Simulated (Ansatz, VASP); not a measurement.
**Al3GaAs4 in VASP and in Ansatz**

The input INCAR:

```
SYSTEM = Al3GaAs4
PREC     = Accurate       ! precision mode
ENCUT    = 600            ! plane-wave cutoff, eV
EDIFF    = 1E-6           ! SCF threshold, eV
ISMEAR   = 0              ! smearing method
SIGMA    = 0.1            ! smearing width, eV
LREAL    = .False.        ! projectors in reciprocal space
LASPH    = .True.         ! aspherical terms in the spheres
NELM     = 100            ! most SCF steps
ALGO     = Normal         ! electronic algorithm
ISIF     = 3              ! what is computed and relaxed
LWAVE    = .False.        ! write WAVECAR
LCHARG   = .False.        ! write CHGCAR
GGA      = PE             ! functional
IBRION   = 2              ! ionic algorithm
NSW      = 90             ! ionic steps
EDIFFG   = -0.04          ! ionic threshold
```

Contents of KPOINTS:

```
regular mesh
0
Gamma
  4 4 2
  0 0 0
```

File POSCAR:

```
Al3GaAs4
1.0
    3.8458615300      0.0000000000      0.0000000000
    0.0000000000      3.8458615300      0.0000000000
    0.0000000000      0.0000000000     10.8777390600
Al Ga As
3 1 4
Direct
    0.0000000000      0.0000000000      0.7500000000
    0.0000000000      0.0000000000      0.2500000000
    0.5000000000      0.5000000000      0.5000000000
    0.5000000000      0.5000000000      0.0000000000
    0.5000000000      0.0000000000      0.8750000000
    0.0000000000      0.5000000000      0.1250000000
    0.5000000000      0.0000000000      0.3750000000
    0.0000000000      0.5000000000      0.6250000000
```

Input for Ansatz:

```yaml
crystal:
  lattice:
    - [3.84586153, 0.0, 0.0]
    - [0.0, 3.84586153, 0.0]
    - [0.0, 0.0, 10.87773906]
  atoms:
    - { symbol: Al, position: [0.0, 0.0, 0.75] }
    - { symbol: Al, position: [0.0, 0.0, 0.25] }
    - { symbol: Al, position: [0.5, 0.5, 0.5] }
    - { symbol: Ga, position: [0.5, 0.5, 0.0] }
    - { symbol: As, position: [0.5, 0.0, 0.875] }
    - { symbol: As, position: [0.0, 0.5, 0.125] }
    - { symbol: As, position: [0.5, 0.0, 0.375] }
    - { symbol: As, position: [0.0, 0.5, 0.625] }
basis:
  ecutwfc: 420
kpoints:
  mp_grid: { grid: [4, 4, 2] }
hamiltonian:
  xc: pbe
scf:
  occupations: { method: gaussian, width: 0.1 }
  lower_state_search: "off"
output:
  forces: true
  stress: true
  eigenvalues: true
relax:
  adjacent_minimum: "off"
  f_tol: 0.04
  max_steps: 70
  cell: { stress_tol: 0.4 }
```

Alike in both runs: task relaxation of cell and atoms; functional PBE; k mesh 4 × 4 × 2; occupations gaussian, width 0.1 eV; no spin polarisation.

```csv
,VASP,Ansatz
version,VASP 6.6.1,Ansatz 0.2.0
potentials or method,"VASP PAW PBE potentials, release 64 (Al, Ga_d, As), cutoff 600 eV","scalar-relativistic, plane waves, PAW"
valence electrons in the cell,42,82
```

Ansatz gave:

```
gap on the k mesh at the Fermi level, each at its own relaxed structure (eV) : 1.23
relaxed volume (Å³/atom)                                                     : 23.53
relaxed cell length with the largest relative difference (Å)                 : 11.341
```

Problem. Estimate VASP's values.

Solution. gap on the k mesh at the Fermi level, each at its own relaxed structure (eV): 1.21; relaxed volume (Å³/atom): 23.63; relaxed cell length with the largest relative difference (Å): 11.364.

VASP's potentials hold 42 valence electrons a cell and Ansatz's 82, so a difference there can come from the potentials and not from the codes.

Noted on VASP's run: the volume moved by over 15 % at a fixed basis, so the end points are rough.
